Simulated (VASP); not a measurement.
# Ca (P6_3/mmc) in VASP: a series of runs

Ca is run at these levels: LDA; tasks: single point.

Everything below comes from runs of VASP 6.6.1. Logs are shortened: lines on timing, memory, paths and dates and some standing lists are left out, and cuts for length are marked.

## 1. The cell of the first run

The structure is hexagonal, space group P6_3/mmc (No. 194). Conventional cell: a = 4.092 Å, b = 4.092 Å, c = 6.167 Å, α = 90.00°, β = 90.00°, γ = 120.00°. Ca (site symmetry -6m2) has 12 Ca at 3.88 to 4.09 Å within 5.1 Å.

## 2. Single point, LDA

File INCAR:

```
SYSTEM = Ca
ALGO = Fast ; EDIFF = 1E-6
ENCUT = 520 ; ISIF = 2
ISMEAR = 0 ; LASPH = .True.
LCHARG = .False. ; LREAL = .False.
LWAVE = .False. ; NBANDS = 17
NELM = 100 ; PREC = Accurate
SIGMA = 0.15
```

File KPOINTS:

```
k-points
0
Gamma
  15 15 8
  0 0 0
```

File POSCAR:

```
Ca
1.0
    4.0921707234      0.0000000000      0.0000000000
   -2.0460853617      3.5439238031      0.0000000000
    0.0000000000      0.0000000000      6.1674572423
Ca
2
Direct
    0.3333333333      0.6666666667      0.2500000000
    0.6666666667      0.3333333333      0.7500000000
```

Potentials or basis: VASP PAW LDA potentials, release 64 (Ca_sv).

On the command line:

```sh
$ cat potpaw_LDA.64/Ca_sv/POTCAR > POTCAR
$ mpirun -np 1 vasp_std > vasp.out
```

OUTCAR:

```text
SYSTEM = Ca
   EDIFF = 1E-6
   ENCUT = 520
   ISIF = 2
   ISMEAR = 0
   LASPH = .True.
   LREAL = .False.
   NELM = 100
   PREC = Accurate

 ion  position               nearest neighbor table
   1  0.333  0.667  0.250-
   2  0.667  0.333  0.750-

  LATTYP: Found a hexagonal cell.
 ALAT       =     4.0921707234
 C/A-ratio  =     1.5071358600

  Lattice vectors:

 A1 = (   4.0921707234,   0.0000000000,   0.0000000000)
 A2 = (  -2.0460853617,   3.5439238031,   0.0000000000)
 A3 = (   0.0000000000,   0.0000000000,   6.1674572423)

Analysis of symmetry for initial positions (statically):
=====================================================================
 Subroutine PRICEL returns:
 Original cell was already a primitive cell.

 Routine SETGRP: Setting up the symmetry group for a
 hexagonal supercell.

 Subroutine GETGRP returns: Found 24 space group operations
 (whereof 12 operations were pure point group operations)
 out of a pool of 24 trial point group operations.

The static configuration has the point symmetry D_3d.
 The point group associated with its full space group is D_6h.

Analysis of symmetry for dynamics (positions and initial velocities):
=====================================================================
 Subroutine PRICEL returns:
 Original cell was already a primitive cell.

 Routine SETGRP: Setting up the symmetry group for a
 hexagonal supercell.

 Subroutine GETGRP returns: Found 24 space group operations
 (whereof 12 operations were pure point group operations)
 out of a pool of 24 trial point group operations.

The dynamic configuration has the point symmetry D_3d.
 The point group associated with its full space group is D_6h.

 Subroutine INISYM returns: Found 24 space group operations
 (whereof 12 operations are pure point group operations),
 and found     1 'primitive' translations

----------------------------------------------------------------------------------------

                                     Primitive cell

  volume of cell :      89.4426

  direct lattice vectors                    reciprocal lattice vectors
     4.092170723  0.000000000  0.000000000     0.244369081  0.141086555  0.000000000
    -2.046085362  3.543923803  0.000000000     0.000000000  0.282173110  0.000000000
     0.000000000  0.000000000  6.167457242     0.000000000  0.000000000  0.162141375

  length of vectors
     4.092170723  4.092170723  6.167457242     0.282173110  0.282173110  0.162141375

  position of ions in fractional coordinates (direct lattice)
     0.333333333  0.666666667  0.250000000
     0.666666667  0.333333333  0.750000000

  ion indices of the primitive-cell ions
   primitive index   ion index
                 1           1
                 2           2

----------------------------------------------------------------------------------------

 KPOINTS: k-points

Automatic generation of k-mesh.
 Grid dimensions read from file:
 generate k-points for:   15   15    8

 Generating k-lattice:

  Cartesian coordinates                     Fractional coordinates (reciprocal lattice)
     0.016291272  0.009405770  0.000000000     0.066666667  0.000000000  0.000000000
     0.000000000  0.018811541  0.000000000     0.000000000  0.066666667  0.000000000
     0.000000000  0.000000000  0.020267672     0.000000000  0.000000000  0.125000000

  Length of vectors
     0.018811541  0.018811541  0.020267672

  Shift w.r.t. Gamma in fractional coordinates (k-lattice)
     0.000000000  0.000000000  0.000000000

 Subroutine IBZKPT returns following result:
 ===========================================

 Found    135 irreducible k-points:

 Following reciprocal coordinates:
            Coordinates               Weight
  0.000000  0.000000  0.000000      1.000000
  0.066667 -0.000000  0.000000      6.000000
  0.133333 -0.000000  0.000000      6.000000
  0.200000 -0.000000  0.000000      6.000000
  0.266667 -0.000000  0.000000      6.000000
  0.333333  0.000000  0.000000      6.000000
[... 16 lines left out ...]
  0.333333  0.200000  0.000000     12.000000
  0.400000  0.200000  0.000000      6.000000
 [... further k-points ...]
   k-points           NKPTS =    135   k-points in BZ     NKDIM =    135   number of bands    NBANDS=     17
   number of dos      NEDOS =    301   number of ions     NIONS =      2
   total plane-waves  NPLWV =  43200
   dimension x,y,z NGX =    30 NGY =   30 NGZ =   48
   dimension x,y,z NGXF=    60 NGYF=   60 NGZF=   96
   ions per type =               2
   NGX,Y,Z   is equivalent  to a cutoff of  12.19, 12.19, 12.94 a.u.
   NGXF,Y,Z  is equivalent  to a cutoff of  24.38, 24.38, 25.88 a.u.
 SYSTEM =  Ca
   PREC   = accura    normal or accurate (medium, high low for compatibility)
   ISTART =      0    job   : 0-new  1-cont  2-samecut
   ICHARG =      2    charge: 1-file 2-atom 10-const
   ISPIN  =      1    spin polarized calculation?
   LNONCOLLINEAR =      F non collinear calculations
   LSORBIT =      F    spin-orbit coupling
   LASPH  =      T    aspherical Exc in radial PAW
   ENCUT  =  520.0 eV  38.22 Ry    6.18 a.u.   7.61  7.61 11.47*2*pi/ulx,y,z
   NELM   =    100;   NELMIN=  2; NELMDL= -5     # of ELM steps
   EDIFF  = 0.1E-05   stopping-criterion for ELM
   LREAL  =      F    real-space projection
   EDIFFG = 0.1E-04   stopping-criterion for IOM
   NSW    =      0    number of steps for IOM
   IBRION =     -1    ionic relax: 0-MD 1-quasi-New 2-CG
   NFREE  =      0    steps in history (QN), initial steepest desc. (CG)
   ISIF   =      2    stress and relaxation
   ISYM   =      2    0-nonsym 1-usesym 2-fastsym
   POTIM  = 0.5000    time-step for ionic-motion
   TEBEG  =    0.0;   TEEND  =   0.0 temperature during run
   PSTRESS=    0.0 pullay stress
   NELECT =      20.0000    total number of electrons
   NUPDOWN=      -1.0000    fix difference up-down
   EMIN   =  10.00;   EMAX   =-10.00  energy-range for DOS
   EFERMI =   0.00;   METHOD = LEGACY
   ISMEAR =     0;   SIGMA  =   0.15  broadening in eV -4-tet -1-fermi 0-gaus
   EFERMI_NEDOS =   21; number of points for ismear=-14 and -15
   IALGO  =     68    algorithm
   IMIX   =      4    mixing-type and parameters
     AMIX     =   0.40;   BMIX     =  1.00
     AMIX_MAG =   1.60;   BMIX_MAG =  1.00
  volume/ion in A,a.u.               =      44.72       301.79
  Fermi-wavevector in a.u.,A,eV,Ry     =   0.993658  1.877741 13.433785  0.987355
  Thomas-Fermi vector in A             =   2.125555
   LORBIT       =      0    0 simple, 1 ext, 2 COOP (PROOUT), +10 PAW based schemes
   GGA     = CA    functional components
   LHFCALC =     F    Hartree Fock is set to
   AEXX    =    0.0000 exact exchange contribution
   IVDW    =     0    specifies the selected vdW correction
   LEPSILON=     F    determine dielectric tensor
   LRPA    =     F    only Hartree local field effects (RPA)
 non-spin polarized calculation
 RMM-DIIS sequential band-by-band and
 Gauss-broadening in eV      SIGMA  =   0.15
  energy-cutoff  :      520.00
  volume of cell :       89.44
 maximum number of plane-waves:      2441
   NGX = 15   NGY = 15   NGZ = 23

 number of electron      19.9999997 magnetization

 Free energy of the ion-electron system (eV)
  ---------------------------------------------------
  ext. energy  EPLUGINS =         0.00000000
  ---------------------------------------------------
  free energy    TOTEN  =        -4.28345494 eV

  energy without entropy =       -4.25330318  energy(sigma->0) =       -4.26837906

 E-fermi :   1.6194     XC(G=0):  -7.7750

 val. band max:        1.5923650204   @ k =   0.3333   0.3333   0.3750
 cond. band min:       1.6236727884   @ k =   0.3333   0.2667   0.1250
 fundamental gap:      0.0313077680
 Fermi energy:         1.6194211026

 k-point     1 :       0.0000    0.0000    0.0000
  band No.  band energies     occupation
      1     -40.1310      2.00000
      2     -40.1153      2.00000
      3     -21.4821      2.00000
      4     -21.3726      2.00000
      5     -21.3726      2.00000
      6     -21.3471      2.00000
[... 9 lines left out ...]
     16       3.9840      0.00000
     17       4.1063      0.00000

 k-point     2 :       0.0667   -0.0000    0.0000
  band No.  band energies     occupation
      1     -40.1306      2.00000
      2     -40.1153      2.00000
      3     -21.4804      2.00000
      4     -21.3753      2.00000
      5     -21.3737      2.00000
      6     -21.3501      2.00000
[... 9 lines left out ...]
     16       4.0517      0.00000
     17       4.0661      0.00000

 k-point     3 :       0.1333   -0.0000    0.0000
  band No.  band energies     occupation
      1     -40.1295      2.00000
      2     -40.1151      2.00000
      3     -21.4752      2.00000
      4     -21.3832      2.00000
      5     -21.3767      2.00000
      6     -21.3586      2.00000
[... 9 lines left out ...]
     16       3.9480      0.00000
     17       4.1956      0.00000

 k-point     4 :       0.2000   -0.0000    0.0000
  band No.  band energies     occupation
      1     -40.1279      2.00000
      2     -40.1149      2.00000
      3     -21.4672      2.00000
      4     -21.3949      2.00000
      5     -21.3810      2.00000
      6     -21.3709      2.00000
[... 9 lines left out ...]
     16       4.0018      0.00000
     17       4.3889      0.00000

 k-point     5 :       0.2667   -0.0000    0.0000
  band No.  band energies     occupation
      1     -40.1259      2.00000
      2     -40.1148      2.00000
      3     -21.4570      2.00000
      4     -21.4086      2.00000
      5     -21.3858      2.00000
      6     -21.3848      2.00000
[... 9 lines left out ...]
     16       4.2881      0.00000
     17       4.5924      0.00000

 k-point     6 :       0.3333    0.0000    0.0000
  band No.  band energies     occupation
      1     -40.1239      2.00000
      2     -40.1149      2.00000
      3     -21.4456      2.00000
      4     -21.4217      2.00000
      5     -21.3979      2.00000
      6     -21.3903      2.00000
[... 9 lines left out ...]
     16       4.6231      0.00000
     17       4.8186      0.00000

 k-point     7 :       0.4000   -0.0000    0.0000
  band No.  band energies     occupation
      1     -40.1220      2.00000
      2     -40.1152      2.00000
      3     -21.4347      2.00000
      4     -21.4321      2.00000
      5     -21.4079      2.00000
      6     -21.3938      2.00000
[... 9 lines left out ...]
     16       4.9894      0.00000
     17       5.0756      0.00000

 k-point     8 :       0.4667   -0.0000    0.0000
  band No.  band energies     occupation
      1     -40.1209      2.00000
      2     -40.1155      2.00000
      3     -21.4378      2.00000
      4     -21.4272      2.00000
      5     -21.4133      2.00000
      6     -21.3956      2.00000
[... 9 lines left out ...]
     16       5.1833      0.00000
     17       5.4661      0.00000
[... 203 lines left out ...]
      1     -40.1214      2.00000
      2     -40.1153      2.00000
      3     -21.4308      2.00000
      4     -21.4297      2.00000
      5     -21.4100      2.00000
      6     -21.3949      2.00000
[... 9 lines left out ...]
     16       4.8774      0.00000
     17       5.0196      0.00000

 k-point    20 :       0.4000    0.1333    0.0000
  band No.  band energies     occupation
      1     -40.1202      2.00000
      2     -40.1157      2.00000
      3     -21.4352      2.00000
      4     -21.4229      2.00000
      5     -21.4112      2.00000
      6     -21.3999      2.00000
[... 9 lines left out ...]
     16       5.1274      0.00000
     17       5.1768      0.00000

 k-point    21 :       0.2000    0.2000    0.0000
  band No.  band energies     occupation
      1     -40.1233      2.00000
      2     -40.1149      2.00000
      3     -21.4426      2.00000
      4     -21.4136      2.00000
      5     -21.4115      2.00000
      6     -21.3839      2.00000
[... 9 lines left out ...]
     16       4.6374      0.00000
     17       4.7152      0.00000

 k-point    22 :       0.2667    0.2000    0.0000
  band No.  band energies     occupation
      1     -40.1215      2.00000
      2     -40.1153      2.00000
      3     -21.4316      2.00000
      4     -21.4238      2.00000
      5     -21.4133      2.00000
      6     -21.3912      2.00000
[... 9 lines left out ...]
     16       4.7902      0.00000
     17       5.0739      0.00000

 k-point    23 :       0.3333    0.2000    0.0000
  band No.  band energies     occupation
      1     -40.1200      2.00000
      2     -40.1158      2.00000
      3     -21.4308      2.00000
      4     -21.4215      2.00000
      5     -21.4117      2.00000
      6     -21.3992      2.00000
[... 9 lines left out ...]
     16       4.9570      0.00000
     17       5.1359      0.00000

 k-point    24 :       0.4000    0.2000    0.0000
  band No.  band energies     occupation
      1     -40.1193      2.00000
      2     -40.1161      2.00000
      3     -21.4332      2.00000
      4     -21.4166      2.00000
      5     -21.4084      2.00000
      6     -21.4048      2.00000
[... 9 lines left out ...]
     16       5.1144      0.00000
     17       5.2749      0.00000

 [... further k-points ...]
[... 5 lines left out ...]
  --------------------------------------------------------------------------------------
  -------------------------------------------------------------------------------------
  Total       -1.5554224     -1.5554224     -0.6043070      0.0000000     -0.0000000      0.0000000
  in kB      -27.8621532    -27.8621532    -10.8249008      0.0000000     -0.0000000      0.0000000
  external PRESSURE =     -22.1830691 kB  Pullay stress =       0.0000000 kB

 VOLUME and BASIS-vectors are now :
 -----------------------------------------------------------------------------
  energy-cutoff  :      520.00
  volume of cell :       89.44
      direct lattice vectors                 reciprocal lattice vectors
     4.092170723  0.000000000  0.000000000     0.244369081  0.141086555  0.000000000
    -2.046085362  3.543923803  0.000000000     0.000000000  0.282173110  0.000000000
     0.000000000  0.000000000  6.167457242     0.000000000  0.000000000  0.162141375

 POSITION                                       TOTAL-FORCE (eV/Angst)
 -----------------------------------------------------------------------------------
     -0.00000      2.36262      1.54186        -0.000000     -0.000000      0.000000
      2.04609      1.18131      4.62559         0.000000      0.000000      0.000000
 -----------------------------------------------------------------------------------
    total drift:                                0.000000     -0.000000      0.000000

  FREE ENERGIE OF THE ION-ELECTRON SYSTEM (eV)
  ---------------------------------------------------
  free  energy   TOTEN  =        -4.2834549367 eV

  energy  without entropy=       -4.2533031819  energy(sigma->0) =       -4.26837906
```

Wall time 3.3 min (1 thread of Intel Xeon Platinum 8259CL at 2.50GHz (Skylake/Cascade Lake), shared host); peak memory 0.29 GiB.

Results:

```yaml
Free_energy: -4.2835 eV
Pressure: -2.2 GPa
Band_gap_on_the_k_mesh: zero (band 10 reaches 1.78 eV, above the bottom of band 11 at 1.33 eV)
```

## 3. Single point, LDA

This run uses another cell than the first one, of the same volume but with other edges.

File INCAR:

```
SYSTEM = Ca
PREC     = Accurate       ! precision mode
ENCUT    = 520            ! plane-wave cutoff, eV
EDIFF    = 1E-6           ! SCF threshold, eV
ISMEAR   = 0              ! smearing method
SIGMA    = 0.15           ! smearing width, eV
LREAL    = .FALSE.        ! projectors in reciprocal space
LASPH    = .TRUE.         ! aspherical terms in the spheres
NELM     = 100            ! most SCF steps
ALGO     = Fast           ! electronic algorithm
ISIF     = 2              ! what is computed and relaxed
LWAVE    = .FALSE.        ! write WAVECAR
LCHARG   = .TRUE.         ! write CHGCAR
GGA      = CA             ! functional
LELF     = .TRUE.         ! ELF
LVHAR    = .TRUE.       
NBANDS   = 17             ! bands
```

File KPOINTS:

```
Automatic mesh
0
G
  15 15 8
  0 0 0
```

File POSCAR:

```
Ca
1.0
    4.0345268378      0.0000000000      0.0000000000
   -2.0172634189      3.4940027338      0.0000000000
    0.0000000000      0.0000000000      6.3449531218
Ca
2
Direct
    0.3333333333      0.6666666667      0.2500000000
    0.6666666667      0.3333333333      0.7500000000
```

Potentials or basis: VASP PAW LDA potentials, release 64 (Ca_sv).

On the command line:

```sh
$ cat potpaw_LDA.64/Ca_sv/POTCAR > POTCAR
$ mpirun -np 1 vasp_std > vasp.out
```

Run time: 3.8 min. Hardware: 1 thread of Intel Xeon Platinum 8259CL at 2.50GHz (Skylake/Cascade Lake), shared host; peak memory 0.29 GiB.

Results (log left out):

- Free energy: -4.3045 eV
- Pressure: -2.3 GPa
- Band gap on the k mesh: zero (band 10 reaches 1.81 eV, above the bottom of band 11 at 1.38 eV)

Stress tensor (GPa, compression positive):
```
-2.63  0.00  0.00
 0.00 -2.63  0.00
 0.00  0.00 -1.68
```

Levels at points of the mesh, in eV from the Fermi level:
| k point | band 7 | band 8 | band 9 | band 10 | band 11 | band 12 | band 13 | band 14 |
| --- | --- | --- | --- | --- | --- | --- | --- | --- |
| (0.00, 0.00, 0.00) | -22.97 | -22.96 | -3.98 | -0.95 | -0.05 | 2.04 | 2.04 | 2.21 |
| (0.00, 0.00, 0.50) | -22.98 | -22.98 | -2.95 | -2.95 | 1.39 | 1.39 | 2.00 | 2.00 |
